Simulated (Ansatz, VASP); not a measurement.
**One calculation of HfSnO4, two programs**

```xyz
6
Lattice="3.5643 0.0000 0.0000 0.0000 3.5643 0.0000 0.0000 0.0000 5.3382" Properties=species:S:1:pos:R:3 pbc="T T T"
Sn    1.7821    1.7821    2.6691
Hf    0.0000    0.0000    0.0000
O     1.7821    0.0000    3.6533
O     0.0000    1.7821    4.3669
O     0.0000    1.7821    1.6849
O     1.7821    0.0000    0.9713
```

Alike in both runs: task single point; functional PBE; k mesh 8 × 8 × 6; occupations fermi-dirac, width 0.02 eV; no spin polarisation.

|  | VASP | Ansatz |
| --- | --- | --- |
| version | VASP 6.6.1 | Ansatz 0.2.0 |
| potentials or method | VASP PAW PBE potentials, release 64 (Sn_d, Hf_pv, O) | plane waves, PAW |
| plane-wave cutoff (eV) | 520 | 420 |
| valence electrons in the cell | 48 | 64 |

VASP gave:

* gap on the k mesh at the Fermi level (eV): 2.01
* pressure (GPa): 5.8
* traceless stress, the component that is largest in VASP (GPa): -0.33
* rms of the force components (eV/Å): 0.133

Question: Which values does Ansatz return?

Answer: gap on the k mesh at the Fermi level (eV): 2.03; pressure (GPa): 7.1; traceless stress, the component that is largest in VASP (GPa): -0.25; rms of the force components (eV/Å): 0.089.

Atom by atom the forces differ by 0.060 eV/Å (rms over components). VASP's potentials hold 48 valence electrons a cell and Ansatz's 64, so a difference there can come from the potentials and not from the codes.

Spin-orbit coupling is off throughout.
